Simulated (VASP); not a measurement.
**B: single point with PBE**

The system is B.

```
B
1.0
     2.44958    1.41426    4.18124
    -2.44958    1.41426    4.18124
     0.00000   -2.82853    4.18124
B
12
Direct
  0.01029 0.65404 0.01029
  0.01029 0.01029 0.65404
  0.65404 0.01029 0.01029
  0.98971 0.34596 0.98971
  0.98971 0.98971 0.34596
  0.34596 0.98971 0.98971
  0.22096 0.63076 0.22096
  0.22096 0.22096 0.63076
  0.63076 0.22096 0.22096
  0.77904 0.36924 0.77904
  0.77904 0.77904 0.36924
  0.36924 0.77904 0.77904
```

```json
{"Program": "VASP 6.6.1", "Task": "single point", "Functional": "PBE", "Potentials or basis": "VASP PAW PBE potentials, release 64 (B)", "Cutoff": "500 eV", "k mesh": "6 × 6 × 6", "Occupations": "gaussian, width 0.05 eV", "Spin": "non-collinear spin, zero start, spin-orbit coupling"}
```

The pressure is 0.1 GPa. The largest force is 0.031 eV/Å and the net moment is 0.00 μB per cell. The valence electrons inside the program's atomic spheres are B 2.11, 1.95 (each value once).

Forces on the atoms (eV/Å):
```
B    0.000  0.000 -0.008
B    0.000  0.000 -0.008
B    0.000  0.000 -0.008
B    0.000  0.000  0.008
B    0.000  0.000  0.008
B    0.000  0.000  0.008
B    0.027 -0.015  0.006
B    0.000  0.031  0.006
B   -0.027 -0.015  0.006
B   -0.027  0.015 -0.006
B    0.000 -0.031 -0.006
B    0.027  0.015 -0.006
```

Stress tensor (GPa, compression positive):
```
0.11 0.00 0.00
0.00 0.11 0.00
0.00 0.00 0.23
```

Moments on the atoms (μB; x, y, z):
```
B   0.00 0.00 0.00
B   0.00 0.00 0.00
B   0.00 0.00 0.00
B   0.00 0.00 0.00
B   0.00 0.00 0.00
B   0.00 0.00 0.00
B   0.00 0.00 0.00
B   0.00 0.00 0.00
B   0.00 0.00 0.00
B   0.00 0.00 0.00
B   0.00 0.00 0.00
B   0.00 0.00 0.00
```

Run time: 15 min on 1 thread of Intel Xeon 8259CL, with other jobs on the host, peak memory 0.58 GiB.
